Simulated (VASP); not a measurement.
A run of VASP 6.6.1 is set up as follows.

INCAR

```
SYSTEM = Zn
ALGO = Normal
EDIFF = 1E-8
ENCUT = 520
GGA = PS
ISIF = 2
ISMEAR = -1
LASPH = .True.
LCHARG = .False.
LEFG = .True.
LREAL = .False.
LWAVE = .False.
NBANDS = 19
NELM = 80
PREC = Accurate
SIGMA = 0.03
```

File KPOINTS:

```
k-points
0
Gamma
  18 18 8
  0 0 0
```

File POSCAR:

```
Zn
1.0
    2.6647980532     -0.0133239903     -0.0133239903
   -1.3439379406      2.3144448051     -0.0048769189
   -0.0247335000     -0.0247335000      4.9467000000
Zn
2
Direct
    0.3333333333      0.6666666667      0.2500000000
    0.6666666667      0.3333333333      0.7500000000
```

Potentials or basis: VASP PAW PBE potentials, release 64 (Zn).

Command:

```console
$ cat potpaw_PBE.64/Zn/POTCAR > POTCAR
$ mpirun -np 1 vasp_std > vasp.out
```

**Question.** Predict the pressure.

**Answer.** -5.0 GPa.

**Question.** What does it give for the band gap on the k mesh?

**Answer.** Zero (bands 12 and 13 overlap by 4.68 eV).

Electric field gradients, principal values (V/Å²):
```csv
atom,least,middle,greatest (by size)
1 Zn,-15.911,-19.356,35.267
2 Zn,-15.911,-19.356,35.267
```

Caveat: the cell differs from its parent crystal (equal xy, yz and zx shear strains of -1 %); the cell stands under tension; without QUAD_EFG the Cq values of the log hold for a quadrupole moment of 1 mb, not for the nuclei; the PAW data sets were made with another functional, which shifts forces and pressure a little.
